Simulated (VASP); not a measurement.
# CN48 (a cell with a defect) in VASP: single point with PBEsol

Aim: the single point of CN48 (a cell with a defect) with PBEsol.

Everything below comes from runs of VASP 6.6.1. Logs are shortened: lines on timing, memory, paths and dates and some standing lists are left out, and cuts for length are marked.

### 1 The cell of the first run

The cell holds a defect, 49 atoms: a = 11.462 Å, b = 11.462 Å, c = 11.462 Å, α = 82.59°, β = 82.59°, γ = 82.59°.

### 2 Single point, PBEsol (with an interstitial atom, then relaxed in part)

Input file INCAR:

```
SYSTEM = CN48
PREC     = Accurate       ! precision mode
ENCUT    = 520            ! plane-wave cutoff, eV
EDIFF    = 1E-6           ! SCF threshold, eV
ISMEAR   = 0              ! smearing method
SIGMA    = 0.01           ! smearing width, eV
LREAL    = Auto         
LASPH    = .TRUE.         ! aspherical terms in the spheres
NELM     = 60             ! most SCF steps
ALGO     = Normal         ! electronic algorithm
ISIF     = 2              ! what is computed and relaxed
LWAVE    = .FALSE.        ! write WAVECAR
LCHARG   = .FALSE.        ! write CHGCAR
GGA      = PS             ! functional
NBANDS   = 152            ! bands
KPAR     = 2            
NCORE    = 2
```

Input file KPOINTS:

```
Automatic mesh
0
Gamma
  2 2 2
  0.5 0.5 0.5
```

Input file POSCAR:

```
CN48
1.0
    4.3671018380      7.5640422654      7.4218635830
   -8.7342036762     -0.0000000001      7.4218635830
    4.3671018381     -7.5640422654      7.4218635830
N C
48 1
Direct
    0.2645615397      0.5952272060      0.4533766060
    0.6007622266      0.9491871644      0.7830481192
    0.4582116717      0.7459444360      0.1026113563
    0.4533766060      0.2645615397      0.5952272060
    0.2553232227      0.0888175064      0.9257128560
    0.5952272060      0.4533766060      0.2645615397
    0.9491871644      0.7830481192      0.6007622266
    0.7830481192      0.6007622266      0.9491871644
    0.0888175064      0.9257128560      0.2553232227
    0.7459444360      0.1026113563      0.4582116717
    0.1026113563      0.4582116717      0.7459444360
    0.9257128560      0.2553232227      0.0888175064
    0.2229145192      0.5713149815      0.3798629368
    0.5588451896      0.9123174686      0.7170599351
    0.3725589862      0.7608212394      0.0663075925
    0.3798629368      0.2229145192      0.5713149815
    0.1801829897      0.0434381243      0.9099738552
    0.5713149815      0.3798629368      0.2229145192
    0.9123174686      0.7170599351      0.5588451896
    0.7170599351      0.5588451896      0.9123174686
    0.0434381243      0.9099738552      0.1801829897
    0.7608212394      0.0663075925      0.3725589862
    0.0663075925      0.3725589862      0.7608212394
    0.9099738552      0.1801829897      0.0434381243
    0.4286850185      0.6201370632      0.7770854808
    0.8198170103      0.9565618757      0.0900261448
    0.6201370632      0.7770854808      0.4286850185
    0.6274410138      0.2391787606      0.9336924075
    0.4411548104      0.0876825314      0.2829400649
    0.7770854808      0.4286850185      0.6201370632
    0.0900261448      0.8198170103      0.9565618757
    0.9336924075      0.6274410138      0.2391787606
    0.2391787606      0.9336924075      0.6274410138
    0.9565618757      0.0900261448      0.8198170103
    0.2829400649      0.4411548104      0.0876825314
    0.0876825314      0.2829400649      0.4411548104
    0.4047727940      0.5466233940      0.7354384603
    0.7446767773      0.9111824936      0.0742871440
    0.5466233940      0.7354384603      0.4047727940
    0.5417883283      0.2540555640      0.8973886437
    0.3992377734      0.0508128356      0.2169518808
    0.7354384603      0.4047727940      0.5466233940
    0.0742871440      0.7446767773      0.9111824936
    0.8973886437      0.5417883283      0.2540555640
    0.2540555640      0.8973886437      0.5417883283
    0.9111824936      0.0742871440      0.7446767773
    0.2169518808      0.3992377734      0.0508128356
    0.0508128356      0.2169518808      0.3992377734
    0.0000000000      0.0000000000      0.0000000000
```

Potentials or basis: VASP PAW PBE potentials, release 64 (N, C).

Command:

```sh
$ cat potpaw_PBE.64/N/POTCAR potpaw_PBE.64/C/POTCAR > POTCAR
$ mpirun -np 4 vasp_std > vasp.out
```

OUTCAR:

```text
SYSTEM = CN48
   PREC = Accurate
   ENCUT = 520
   EDIFF = 1E-6
   ISMEAR = 0
   LREAL = Auto
   LASPH = .TRUE.
   NELM = 60
   ISIF = 2
   GGA = PS

 ion  position               nearest neighbor table
   1  0.265  0.595  0.453-  13 1.10
   2  0.601  0.949  0.783-  14 1.10
   3  0.458  0.746  0.103-  15 1.10
   4  0.453  0.265  0.595-  16 1.10
   5  0.255  0.089  0.926-  17 1.11
   6  0.595  0.453  0.265-  18 1.10
[... 40 lines left out ...]
  47  0.217  0.399  0.051-  35 1.10
  48  0.051  0.217  0.399-  36 1.10
  49  0.000  0.000  0.000-

  LATTYP: Found a trigonal (rhomboedric) cell.
 ALAT       =    11.4616915375
 COS(alpha) =     0.1289552716

  Lattice vectors:

 A1 = (   4.3671018380,   7.5640422654,   7.4218635830)
 A2 = (  -8.7342036762,  -0.0000000001,   7.4218635830)
 A3 = (   4.3671018381,  -7.5640422654,   7.4218635830)

Analysis of symmetry for initial positions (statically):
=====================================================================
 Subroutine PRICEL returns:
 Original cell was already a primitive cell.

 Routine SETGRP: Setting up the symmetry group for a
 trigonal (rhombohedral) supercell.

 Subroutine GETGRP returns: Found  6 space group operations
 (whereof  6 operations were pure point group operations)
 out of a pool of 12 trial point group operations.

The static configuration has the point symmetry S_6 .

Analysis of symmetry for dynamics (positions and initial velocities):
=====================================================================
 Subroutine PRICEL returns:
 Original cell was already a primitive cell.

 Routine SETGRP: Setting up the symmetry group for a
 trigonal (rhombohedral) supercell.

 Subroutine GETGRP returns: Found  6 space group operations
 (whereof  6 operations were pure point group operations)
 out of a pool of 12 trial point group operations.

The dynamic configuration has the point symmetry S_6 .

 Subroutine INISYM returns: Found  6 space group operations
 (whereof  6 operations are pure point group operations),
 and found     1 'primitive' translations

----------------------------------------------------------------------------------------

                                     Primitive cell

  volume of cell :    1470.9960

  direct lattice vectors                    reciprocal lattice vectors
     4.367101838  7.564042265  7.421863583     0.038164136  0.066102222  0.044912350
    -8.734203676 -0.000000000  7.421863583    -0.076328271 -0.000000000  0.044912350
     4.367101838 -7.564042265  7.421863583     0.038164136 -0.066102222  0.044912350

  length of vectors
    11.461691538 11.461691538 11.461691538     0.088561415  0.088561415  0.088561415

  position of ions in fractional coordinates (direct lattice)
     0.264561540  0.595227206  0.453376606
     0.600762227  0.949187164  0.783048119
     0.458211672  0.745944436  0.102611356
     0.453376606  0.264561540  0.595227206
     0.255323223  0.088817506  0.925712856
     0.595227206  0.453376606  0.264561540
[... 41 lines left out ...]
     0.050812836  0.216951881  0.399237773
     0.000000000  0.000000000  0.000000000

  ion indices of the primitive-cell ions
   primitive index   ion index
                 1           1
                 2           2
                 3           3
                 4           4
                 5           5
                 6           6
[... 41 lines left out ...]
                48          48
                49          49

----------------------------------------------------------------------------------------

 KPOINTS: Automatic mesh

Automatic generation of k-mesh.
 Grid dimensions read from file:
 generate k-points for:    2    2    2

 Generating k-lattice:

  Cartesian coordinates                     Fractional coordinates (reciprocal lattice)
     0.019082068  0.033051111  0.022456175     0.500000000  0.000000000  0.000000000
    -0.038164136 -0.000000000  0.022456175     0.000000000  0.500000000  0.000000000
     0.019082068 -0.033051111  0.022456175    -0.000000000  0.000000000  0.500000000

  Length of vectors
     0.044280707  0.044280707  0.044280707

  Shift w.r.t. Gamma in fractional coordinates (k-lattice)
     0.500000000  0.500000000  0.500000000

 Subroutine IBZKPT returns following result:
 ===========================================

 Found      2 irreducible k-points:

 Following reciprocal coordinates:
            Coordinates               Weight
  0.250000  0.250000  0.250000      2.000000
 -0.250000  0.250000  0.250000      6.000000
   k-points           NKPTS =      2   k-points in BZ     NKDIM =      2   number of bands    NBANDS=    152
   number of dos      NEDOS =    301   number of ions     NIONS =     49
   total plane-waves  NPLWV = 729000
   dimension x,y,z NGX =    90 NGY =   90 NGZ =   90
   dimension x,y,z NGXF=   180 NGYF=  180 NGZF=  180
   ions per type =              48   1
   NGX,Y,Z   is equivalent  to a cutoff of  13.05, 13.05, 13.05 a.u.
   NGXF,Y,Z  is equivalent  to a cutoff of  26.11, 26.11, 26.11 a.u.
 SYSTEM =  CN48
   PREC   = accura    normal or accurate (medium, high low for compatibility)
   ISTART =      0    job   : 0-new  1-cont  2-samecut
   ICHARG =      2    charge: 1-file 2-atom 10-const
   ISPIN  =      1    spin polarized calculation?
   LNONCOLLINEAR =      F non collinear calculations
   LSORBIT =      F    spin-orbit coupling
   LASPH  =      T    aspherical Exc in radial PAW
   ENCUT  =  520.0 eV  38.22 Ry    6.18 a.u.  21.31 21.31 21.31*2*pi/ulx,y,z
   NELM   =     60;   NELMIN=  2; NELMDL= -5     # of ELM steps
   EDIFF  = 0.1E-05   stopping-criterion for ELM
   LREAL  =      T    real-space projection
   EDIFFG = 0.1E-04   stopping-criterion for IOM
   NSW    =      0    number of steps for IOM
   IBRION =     -1    ionic relax: 0-MD 1-quasi-New 2-CG
   NFREE  =      0    steps in history (QN), initial steepest desc. (CG)
   ISIF   =      2    stress and relaxation
   ISYM   =      2    0-nonsym 1-usesym 2-fastsym
   POTIM  = 0.5000    time-step for ionic-motion
   TEBEG  =    0.0;   TEEND  =   0.0 temperature during run
   PSTRESS=    0.0 pullay stress
   NELECT =     244.0000    total number of electrons
   NUPDOWN=      -1.0000    fix difference up-down
   EMIN   =  10.00;   EMAX   =-10.00  energy-range for DOS
   EFERMI =   0.00;   METHOD = LEGACY
   ISMEAR =     0;   SIGMA  =   0.01  broadening in eV -4-tet -1-fermi 0-gaus
   EFERMI_NEDOS =   21; number of points for ismear=-14 and -15
   IALGO  =     38    algorithm
   IMIX   =      4    mixing-type and parameters
     AMIX     =   0.40;   BMIX     =  1.00
     AMIX_MAG =   1.60;   BMIX_MAG =  1.00
  volume/ion in A,a.u.               =      30.02       202.59
  Fermi-wavevector in a.u.,A,eV,Ry     =   0.899500  1.699808 11.008466  0.809099
  Thomas-Fermi vector in A             =   2.022341
   LORBIT       =      0    0 simple, 1 ext, 2 COOP (PROOUT), +10 PAW based schemes
   GGA     = PS    functional components
   LHFCALC =     F    Hartree Fock is set to
   AEXX    =    0.0000 exact exchange contribution
   IVDW    =     0    specifies the selected vdW correction
   LEPSILON=     F    determine dielectric tensor
   LRPA    =     F    only Hartree local field effects (RPA)
 non-spin polarized calculation
 Gauss-broadening in eV      SIGMA  =   0.01
  energy-cutoff  :      520.00
  volume of cell :     1471.00
 maximum number of plane-waves:     39664
 NGX is ok and might be reduce to    90
   NGX = 43   NGY = 43   NGZ = 43

 number of electron     244.0000013 magnetization

 Free energy of the ion-electron system (eV)
  ---------------------------------------------------
  ext. energy  EPLUGINS =         0.00000000
  ---------------------------------------------------
  free energy    TOTEN  =      -410.11430012 eV

  energy without entropy =     -410.11430012  energy(sigma->0) =     -410.11430012

 E-fermi :  -1.8525     XC(G=0):  -5.3349

 val. band max:       -1.9190611739   @ k =  -0.2500   0.2500   0.2500
 cond. band min:      -1.4766879537   @ k =   0.2500   0.2500   0.2500
 fundamental gap:      0.4423732202
 Fermi energy:        -1.8525102043

 k-point     1 :       0.2500    0.2500    0.2500
  band No.  band energies     occupation
      1     -25.7761      2.00000
      2     -25.7756      2.00000
      3     -25.7743      2.00000
      4     -25.7743      2.00000
      5     -25.7741      2.00000
      6     -25.7741      2.00000
[... 126 lines left out ...]
    133       0.4331      0.00000
    134       0.4488      0.00000

 k-point     2 :      -0.2500    0.2500    0.2500
  band No.  band energies     occupation
      1     -25.7759      2.00000
      2     -25.7757      2.00000
      3     -25.7743      2.00000
      4     -25.7742      2.00000
      5     -25.7741      2.00000
      6     -25.7741      2.00000
[... 126 lines left out ...]
    133       0.4504      0.00000
    134       0.4651      0.00000
 [bands above 134 left out]

------------------------ aborting loop because EDIFF is reached ----------------------------------------

  FORCE on cell =-STRESS in cart. coord.  units (eV):
  Direction    XX          YY          ZZ          XY          YZ          ZX
  --------------------------------------------------------------------------------------
  -------------------------------------------------------------------------------------
  Total        3.5081685      3.5081685     36.2630426     -0.0000000     -0.0000000     -0.0000000
  in kB        3.8210220      3.8210220     39.4969299     -0.0000000     -0.0000000     -0.0000000
  external PRESSURE =      15.7129913 kB  Pullay stress =       0.0000000 kB

 VOLUME and BASIS-vectors are now :
 -----------------------------------------------------------------------------
  energy-cutoff  :      520.00
  volume of cell :     1471.00
      direct lattice vectors                 reciprocal lattice vectors
     4.367101838  7.564042265  7.421863583     0.038164136  0.066102222  0.044912350
    -8.734203676 -0.000000000  7.421863583    -0.076328271 -0.000000000  0.044912350
     4.367101838 -7.564042265  7.421863583     0.038164136 -0.066102222  0.044912350

 POSITION                                       TOTAL-FORCE (eV/Angst)
 -----------------------------------------------------------------------------------
     -2.06353     -1.42821      9.74613         0.502962     -0.414716      1.754386
     -2.24715     -1.37882     17.31519         0.251776     -0.312970      1.823750
     -4.06606      2.68978      9.69865         1.129044      0.636612      1.343139
      2.26863     -1.07296      9.74613         0.107673      0.642936      1.754386
      4.38195     -5.07086      9.42468         0.000413      0.692375      1.552436
     -0.20510      2.50117      9.74613        -0.610635     -0.228220      1.754386
[... 41 lines left out ...]
      0.07051     -2.63550      4.95040         0.396928      0.061559     -1.823750
      0.00000      0.00000      0.00000         0.000000      0.000000     -0.000000
 -----------------------------------------------------------------------------------
    total drift:                                0.000000     -0.000000     -0.000000

  FREE ENERGIE OF THE ION-ELECTRON SYSTEM (eV)
  ---------------------------------------------------
  free  energy   TOTEN  =      -410.1143001227 eV

  energy  without entropy=     -410.1143001227  energy(sigma->0) =     -410.11430012
```

It took 4.9 min on 4 MPI ranks of Intel Xeon Platinum 8259CL at 2.50GHz (Skylake/Cascade Lake), shared host; peak memory 0.86 GiB.

What came out:

```yaml
Free_energy: -410.1143 eV
Pressure: 1.6 GPa
Largest_force: 1.872 eV/Å
Band_gap_on_the_k_mesh: 0.44 eV
```

Forces in eV/Å, atoms in the order of the input:
```
N    0.503 -0.415  1.754
N    0.252 -0.313  1.824
N    1.129  0.637  1.343
N    0.108  0.643  1.754
N    0.000  0.692  1.552
N   -0.611 -0.228  1.754
N   -0.397 -0.062  1.824
N    0.145  0.375  1.824
N    0.599 -0.347  1.552
N   -0.013 -1.296  1.343
N   -1.116  0.659  1.343
N   -0.600 -0.346  1.552
N   -0.505  0.413 -1.755
N   -0.256  0.313 -1.822
N   -1.124 -0.634 -1.341
N   -0.106 -0.644 -1.755
N   -0.001 -0.699 -1.557
N    0.610  0.230 -1.755
N    0.399  0.065 -1.822
N   -0.143 -0.378 -1.822
N   -0.605  0.350 -1.557
N    0.013  1.290 -1.341
N    1.111 -0.656 -1.341
N    0.606  0.349 -1.557
N   -0.610 -0.230  1.755
N    0.001  0.699  1.557
N    0.106  0.644  1.755
N    1.124  0.634  1.341
N    0.256 -0.313  1.822
N    0.505 -0.413  1.755
N   -0.606 -0.349  1.557
N   -1.111  0.656  1.341
N   -0.013 -1.290  1.341
N    0.605 -0.350  1.557
N    0.143  0.378  1.822
N   -0.399 -0.065  1.822
N    0.611  0.228 -1.754
N    0.000 -0.692 -1.552
N   -0.108 -0.643 -1.754
N   -1.129 -0.637 -1.343
N   -0.252  0.313 -1.824
N   -0.503  0.415 -1.754
N    0.600  0.346 -1.552
N    1.116 -0.659 -1.343
N    0.013  1.296 -1.343
N   -0.599  0.347 -1.552
N   -0.145 -0.375 -1.824
N    0.397  0.062 -1.824
C    0.000  0.000  0.000
```

Levels at points of the mesh, in eV from the valence-band top:
```tsv
k point	band 120	band 121	band 122	band 123	band 124	band 125
(0.25, 0.25, 0.25)	-5.30	-4.65	0.00	0.44	0.44	2.17
```

Caveat: the cell differs from its parent crystal (with an interstitial atom, then relaxed in part); the standard files for N, O and F lose accuracy on very short bonds; semilocal functionals underestimate gaps, and a narrow one can read as zero; the PAW data sets were made with another functional, which shifts forces and pressure a little.
